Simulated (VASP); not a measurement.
# MgO (Amm2) in VASP: a series of runs

MgO is run at these levels: PBE; tasks: single point.

Program: VASP 6.6.1. These are calculated values, not measurements. Logs are shortened: lines on timing, memory, paths and dates and some standing lists are left out, and cuts for length are marked.

### 1 The cell of the first run

The structure is orthorhombic, space group Amm2 (No. 38). The conventional cell has a = 2.680 Å, b = 2.938 Å, c = 5.089 Å, α = 90.00°, β = 90.00°, γ = 90.00°. Mg (site symmetry mm2) has 6 O at 2.00 to 2.66 Å and 2 Mg at 2.68 Å within 2.7 Å. O (site symmetry mm2) has 6 Mg at 2.00 to 2.66 Å and 2 O at 2.68 Å within 2.7 Å.

### 2 Single point, PBE (atom 1 (Mg) moved by (+0.000, -0.600) A along x and y)

INCAR reads:

```
PREC     = Accurate       # precision mode
ENCUT    = 520            # plane-wave cutoff, eV
EDIFF    = 1E-6           # SCF threshold, eV
ISMEAR   = 0              # smearing method
SIGMA    = 0.05           # smearing width, eV
LREAL    = F              # projectors in reciprocal space
LASPH    = T              # aspherical terms in the spheres
NELM     = 60             # most SCF steps
ALGO     = Normal         # electronic algorithm
ISIF     = 2              # what is computed and relaxed
LWAVE    = F              # write WAVECAR
LCHARG   = F              # write CHGCAR
GGA      = PE             # functional
NBANDS   = 11             # bands
```

KPOINTS reads:

```
regular mesh
0
Gamma
  9 9 8
```

POSCAR reads:

```
MgO
1.0
    2.9380209034      0.0000000000      0.0000000000
   -1.4690104517      2.5444007392      0.0000000000
    0.0000000000      0.0000000000      2.6796800000
Mg O
1 1
Direct
   -0.1179059554     -0.2358119107      0.0000000000
    0.3333333333      0.6666666667      0.5000000000
```

Potentials or basis: VASP PAW PBE potentials, release 64 (Mg, O).

Command:

```
> cat potpaw_PBE.64/Mg/POTCAR potpaw_PBE.64/O/POTCAR > POTCAR
> mpirun -np 1 vasp_std > vasp.out
```

OUTCAR:

```text
PREC = Accurate
   ENCUT = 520
   EDIFF = 1E-6
   ISMEAR = 0
   LREAL = F
   LASPH = T
   NELM = 60
   ISIF = 2
   GGA = PE

 ion  position               nearest neighbor table
   1  0.882  0.764  0.000-   2 2.00   2 2.00   2 2.00   2 2.00   2 2.66   2 2.66
   2  0.333  0.667  0.500-   1 2.00   1 2.00   1 2.00   1 2.00   1 2.66   1 2.66

  LATTYP: Found a hexagonal cell.
 ALAT       =     2.9380209034
 C/A-ratio  =     0.9120697531

  Lattice vectors:

 A1 = (   2.9380209034,   0.0000000000,   0.0000000000)
 A2 = (  -1.4690104517,   2.5444007392,   0.0000000000)
 A3 = (   0.0000000000,   0.0000000000,   2.6796800000)

Analysis of symmetry for initial positions (statically):
=====================================================================
 Subroutine PRICEL returns:
 Original cell was already a primitive cell.

 Routine SETGRP: Setting up the symmetry group for a
 hexagonal supercell.

 Subroutine GETGRP returns: Found  4 space group operations
 (whereof  4 operations were pure point group operations)
 out of a pool of 24 trial point group operations.

The static configuration has the point symmetry C_2v.

Analysis of symmetry for dynamics (positions and initial velocities):
=====================================================================
 Subroutine PRICEL returns:
 Original cell was already a primitive cell.

 Routine SETGRP: Setting up the symmetry group for a
 hexagonal supercell.

 Subroutine GETGRP returns: Found  4 space group operations
 (whereof  4 operations were pure point group operations)
 out of a pool of 24 trial point group operations.

The dynamic configuration has the point symmetry C_2v.

 Subroutine INISYM returns: Found  4 space group operations
 (whereof  4 operations are pure point group operations),
 and found     1 'primitive' translations

----------------------------------------------------------------------------------------

                                     Primitive cell

  volume of cell :      20.0320

  direct lattice vectors                    reciprocal lattice vectors
     2.938020903  0.000000000  0.000000000     0.340365175  0.196509926  0.000000000
    -1.469010452  2.544400739  0.000000000     0.000000000  0.393019851  0.000000000
     0.000000000  0.000000000  2.679680000     0.000000000  0.000000000  0.373178887

  length of vectors
     2.938020903  2.938020903  2.679680000     0.393019851  0.393019851  0.373178887

  position of ions in fractional coordinates (direct lattice)
     0.882094045  0.764188089  0.000000000
     0.333333333  0.666666667  0.500000000

  ion indices of the primitive-cell ions
   primitive index   ion index
                 1           1
                 2           2

----------------------------------------------------------------------------------------

 KPOINTS: regular mesh

Automatic generation of k-mesh.
 Grid dimensions read from file:
 generate k-points for:    9    9    8

 Generating k-lattice:

  Cartesian coordinates                     Fractional coordinates (reciprocal lattice)
     0.037818353  0.021834436  0.000000000     0.111111111 -0.000000000  0.000000000
     0.000000000  0.043668872  0.000000000     0.000000000  0.111111111  0.000000000
     0.000000000  0.000000000  0.046647361     0.000000000  0.000000000  0.125000000

  Length of vectors
     0.043668872  0.043668872  0.046647361

  Shift w.r.t. Gamma in fractional coordinates (k-lattice)
     0.000000000  0.000000000  0.000000000

 Subroutine IBZKPT returns following result:
 ===========================================

 Found    125 irreducible k-points:

 Following reciprocal coordinates:
            Coordinates               Weight
  0.000000  0.000000  0.000000      1.000000
  0.111111 -0.000000  0.000000      4.000000
  0.000000  0.111111  0.000000      2.000000
  0.222222 -0.000000  0.000000      4.000000
  0.000000  0.222222  0.000000      2.000000
  0.333333 -0.000000  0.000000      4.000000
[... 16 lines left out ...]
 -0.222222 -0.444444  0.000000      4.000000
  0.444444  0.333333  0.000000      4.000000
 [... further k-points ...]
   k-points           NKPTS =    125   k-points in BZ     NKDIM =    125   number of bands    NBANDS=     11
   number of dos      NEDOS =    301   number of ions     NIONS =      2
   total plane-waves  NPLWV =  11520
   dimension x,y,z NGX =    24 NGY =   24 NGZ =   20
   dimension x,y,z NGXF=    48 NGYF=   48 NGZF=   40
   ions per type =               1   1
   NGX,Y,Z   is equivalent  to a cutoff of  13.58, 13.58, 12.41 a.u.
   NGXF,Y,Z  is equivalent  to a cutoff of  27.16, 27.16, 24.82 a.u.
 SYSTEM =  unknown system
   PREC   = accura    normal or accurate (medium, high low for compatibility)
   ISTART =      0    job   : 0-new  1-cont  2-samecut
   ICHARG =      2    charge: 1-file 2-atom 10-const
   ISPIN  =      1    spin polarized calculation?
   LNONCOLLINEAR =      F non collinear calculations
   LSORBIT =      F    spin-orbit coupling
   LASPH  =      T    aspherical Exc in radial PAW
   ENCUT  =  520.0 eV  38.22 Ry    6.18 a.u.   5.46  5.46  4.98*2*pi/ulx,y,z
   NELM   =     60;   NELMIN=  2; NELMDL= -5     # of ELM steps
   EDIFF  = 0.1E-05   stopping-criterion for ELM
   LREAL  =      F    real-space projection
   EDIFFG = 0.1E-04   stopping-criterion for IOM
   NSW    =      0    number of steps for IOM
   IBRION =     -1    ionic relax: 0-MD 1-quasi-New 2-CG
   NFREE  =      0    steps in history (QN), initial steepest desc. (CG)
   ISIF   =      2    stress and relaxation
   ISYM   =      2    0-nonsym 1-usesym 2-fastsym
   POTIM  = 0.5000    time-step for ionic-motion
   TEBEG  =    0.0;   TEEND  =   0.0 temperature during run
   PSTRESS=    0.0 pullay stress
   NELECT =       8.0000    total number of electrons
   NUPDOWN=      -1.0000    fix difference up-down
   EMIN   =  10.00;   EMAX   =-10.00  energy-range for DOS
   EFERMI =   0.00;   METHOD = LEGACY
   ISMEAR =     0;   SIGMA  =   0.05  broadening in eV -4-tet -1-fermi 0-gaus
   EFERMI_NEDOS =   21; number of points for ismear=-14 and -15
   IALGO  =     38    algorithm
   IMIX   =      4    mixing-type and parameters
     AMIX     =   0.40;   BMIX     =  1.00
     AMIX_MAG =   1.60;   BMIX_MAG =  1.00
  volume/ion in A,a.u.               =      10.02        67.59
  Fermi-wavevector in a.u.,A,eV,Ry     =   1.205583  2.278221 19.775115  1.453430
  Thomas-Fermi vector in A             =   2.341275
   LORBIT       =      0    0 simple, 1 ext, 2 COOP (PROOUT), +10 PAW based schemes
   GGA     = PE    functional components
   LHFCALC =     F    Hartree Fock is set to
   AEXX    =    0.0000 exact exchange contribution
   IVDW    =     0    specifies the selected vdW correction
   LEPSILON=     F    determine dielectric tensor
   LRPA    =     F    only Hartree local field effects (RPA)
 non-spin polarized calculation
 Gauss-broadening in eV      SIGMA  =   0.05
  energy-cutoff  :      520.00
  volume of cell :       20.03
 maximum number of plane-waves:       562
 NGX is ok and might be reduce to    24
   NGX = 11   NGY = 11   NGZ =  9

 number of electron       7.9999996 magnetization

 Free energy of the ion-electron system (eV)
  ---------------------------------------------------
  ext. energy  EPLUGINS =         0.00000000
  ---------------------------------------------------
  free energy    TOTEN  =       -10.96883968 eV

  energy without entropy =      -10.96883968  energy(sigma->0) =      -10.96883968

 E-fermi :   3.8600     XC(G=0): -10.6909

 val. band max:        3.6390036279   @ k =   0.0000   0.0000   0.5000
 cond. band min:       6.0024920438   @ k =   0.0000   0.0000   0.0000
 fundamental gap:      2.3634884158
 Fermi energy:         3.8600360687

 k-point     1 :       0.0000    0.0000    0.0000
  band No.  band energies     occupation
      1     -14.2327      2.00000
      2       2.3471      2.00000
      3       2.7259      2.00000
      4       3.1153      2.00000
      5       6.0025      0.00000
      6      15.0380      0.00000
      7      18.0523      0.00000
      8      20.1190      0.00000
      9      21.9436      0.00000
     10      24.1108      0.00000
     11      27.0708      0.00000

 k-point     2 :       0.1111   -0.0000    0.0000
  band No.  band energies     occupation
      1     -14.1227      2.00000
      2       1.6929      2.00000
      3       2.7481      2.00000
      4       2.8802      2.00000
      5       6.7202      0.00000
      6      15.2994      0.00000
      7      16.6057      0.00000
      8      20.6251      0.00000
      9      23.5488      0.00000
     10      23.8610      0.00000
     11      27.3114      0.00000

 k-point     3 :       0.0000    0.1111    0.0000
  band No.  band energies     occupation
      1     -14.1324      2.00000
      2       2.1879      2.00000
      3       2.2535      2.00000
      4       2.7747      2.00000
      5       6.9620      0.00000
      6      14.9079      0.00000
      7      18.4133      0.00000
      8      18.7067      0.00000
      9      23.2915      0.00000
     10      23.7631      0.00000
     11      27.3472      0.00000

 k-point     4 :       0.2222   -0.0000    0.0000
  band No.  band energies     occupation
      1     -13.8288      2.00000
      2       0.3474      2.00000
      3       2.5599      2.00000
      4       2.8051      2.00000
      5       7.9610      0.00000
      6      14.3916      0.00000
      7      16.6968      0.00000
      8      20.6817      0.00000
      9      23.3506      0.00000
     10      25.9054      0.00000
     11      27.7149      0.00000
[... 239 lines left out ...]
 k-point    22 :       0.3333    0.2222    0.0000
  band No.  band energies     occupation
      1     -13.1284      2.00000
      2      -1.0756      2.00000
      3       0.6105      2.00000
      4       3.0133      2.00000
      5      11.1280      0.00000
      6      13.3822      0.00000
      7      16.6303      0.00000
      8      21.1119      0.00000
      9      22.7819      0.00000
     10      25.0204      0.00000
     11      26.0041      0.00000

 k-point    23 :      -0.2222   -0.4444    0.0000
  band No.  band energies     occupation
      1     -13.1661      2.00000
      2      -0.8112      2.00000
      3       0.3420      2.00000
      4       3.0972      2.00000
      5      11.7047      0.00000
      6      13.5273      0.00000
      7      15.8759      0.00000
      8      20.9954      0.00000
      9      22.1072      0.00000
     10      25.3797      0.00000
     11      25.4368      0.00000

 k-point    24 :       0.4444    0.3333    0.0000
  band No.  band energies     occupation
      1     -13.1041      2.00000
      2      -1.2248      2.00000
      3       0.7818      2.00000
      4       2.9595      2.00000
      5      11.1304      0.00000
      6      12.5446      0.00000
      7      17.1715      0.00000
      8      22.9452      0.00000
      9      23.2247      0.00000
     10      24.9109      0.00000
     11      25.5187      0.00000

 [... further k-points ...]

------------------------ aborting loop because EDIFF is reached ----------------------------------------

  FORCE on cell =-STRESS in cart. coord.  units (eV):
  Direction    XX          YY          ZZ          XY          YZ          ZX
  --------------------------------------------------------------------------------------
  -------------------------------------------------------------------------------------
  Total        0.8130264      1.2584172      1.5759553      0.0000000      0.0000000      0.0000000
  in kB       65.0267248    100.6495671    126.0466045      0.0000000      0.0000000      0.0000000
  external PRESSURE =      97.2409654 kB  Pullay stress =       0.0000000 kB

 VOLUME and BASIS-vectors are now :
 -----------------------------------------------------------------------------
  energy-cutoff  :      520.00
  volume of cell :       20.03
      direct lattice vectors                 reciprocal lattice vectors
     2.938020903  0.000000000  0.000000000     0.340365175  0.196509926  0.000000000
    -1.469010452  2.544400739  0.000000000     0.000000000  0.393019851  0.000000000
     0.000000000  0.000000000  2.679680000     0.000000000  0.000000000  0.373178887

 POSITION                                       TOTAL-FORCE (eV/Angst)
 -----------------------------------------------------------------------------------
      1.46901      1.94440      0.00000        -0.000000      0.408887      0.000000
     -0.00000      1.69627      1.33984         0.000000     -0.408887      0.000000
 -----------------------------------------------------------------------------------
    total drift:                                0.000000     -0.000120     -0.000000

  FREE ENERGIE OF THE ION-ELECTRON SYSTEM (eV)
  ---------------------------------------------------
  free  energy   TOTEN  =       -10.9688396812 eV

  energy  without entropy=      -10.9688396812  energy(sigma->0) =      -10.96883968
```

It took 12 s on 1 thread of Intel Xeon Platinum 8124M at 3.00GHz (Skylake/Cascade Lake), shared host; peak memory 0.15 GiB.

What came out:

```
Free energy            : -10.9688 eV
Pressure               : 9.7 GPa
Largest force          : 0.409 eV/Å
Band gap on the k mesh : 2.36 eV, indirect (least direct gap 2.89 eV)
```

Forces on the atoms (eV/Å):
```
Mg   0.000  0.409  0.000
O    0.000 -0.409  0.000
```

Caveat: the cell differs from its parent crystal (atom 1 (Mg) moved by (+0.000, -0.600) A along x and y). A k mesh can miss the band edges.

### 3 Single point, PBE (atom 1 (Mg) moved by (+0.000, +0.600) A along x and y)

INCAR reads:

```
ALGO     = Normal         # electronic algorithm
EDIFF    = 1E-7           # SCF threshold, eV
ENCUT    = 520            # plane-wave cutoff, eV
GGA      = PE             # functional
ISIF     = 2              # what is computed and relaxed
ISMEAR   = 0              # smearing method
LASPH    = T              # aspherical terms in the spheres
LCHARG   = T              # write CHGCAR
LELF     = T              # ELF
LREAL    = F              # projectors in reciprocal space
LVHAR    = T            
LWAVE    = F              # write WAVECAR
NBANDS   = 11             # bands
NELM     = 60             # most SCF steps
PREC     = Accurate       # precision mode
SIGMA    = 0.05           # smearing width, eV
```

KPOINTS reads:

```
k-points
0
Gamma
  9 9 8
```

Changes to POSCAR since step 2:

```diff
@@ -8,3 +8,3 @@
 Direct
-   -0.1179059554     -0.2358119107      0.0000000000
+    0.1179059554      0.2358119107      0.0000000000
     0.3333333333      0.6666666667      0.5000000000
```

Potentials or basis: VASP PAW PBE potentials, release 64 (Mg, O).

Command:

```
> cat potpaw_PBE.64/Mg/POTCAR potpaw_PBE.64/O/POTCAR > POTCAR
> mpirun -np 1 vasp_std > vasp.out
```

It took 14 s on 1 thread of Intel Xeon Platinum 8124M at 3.00GHz (Skylake/Cascade Lake), shared host; peak memory 0.15 GiB.

The run converged. Its results:

* Free energy: -9.9627 eV
* Pressure: 35.3 GPa
* Largest force: 5.651 eV/Å
* Band gap on the k mesh: 2.57 eV, indirect (least direct gap 3.17 eV)

Forces on the atoms (eV/Å):
```
Mg   0.000 -5.651  0.000
O    0.000  5.651  0.000
```

Stress tensor (GPa, compression positive):
```
 7.52  0.00  0.00
 0.00 37.25  0.00
 0.00  0.00 61.02
```

Levels at points of the mesh, in eV from the valence-band top:
| k point | band 1 | band 2 | band 3 | band 4 | band 5 | band 6 | band 7 | band 8 | band 9 |
| --- | --- | --- | --- | --- | --- | --- | --- | --- | --- |
| (0.00, 0.00, 0.00) | -17.68 | -1.10 | -1.00 | -0.60 | 2.57 | 12.41 | 15.63 | 15.84 | 18.66 |
| (0.00, 0.00, 0.50) | -16.69 | -5.37 | -0.57 | 0.00 | 7.63 | 8.00 | 17.30 | 17.91 | 19.54 |

Caveat: the cell differs from its parent crystal (atom 1 (Mg) moved by (+0.000, +0.600) A along x and y); forces of over 1 eV/Å act on the atoms, so gaps and moduli don't describe the material at rest. A k mesh can miss the band edges.

(Continued in part 2 of 2.)
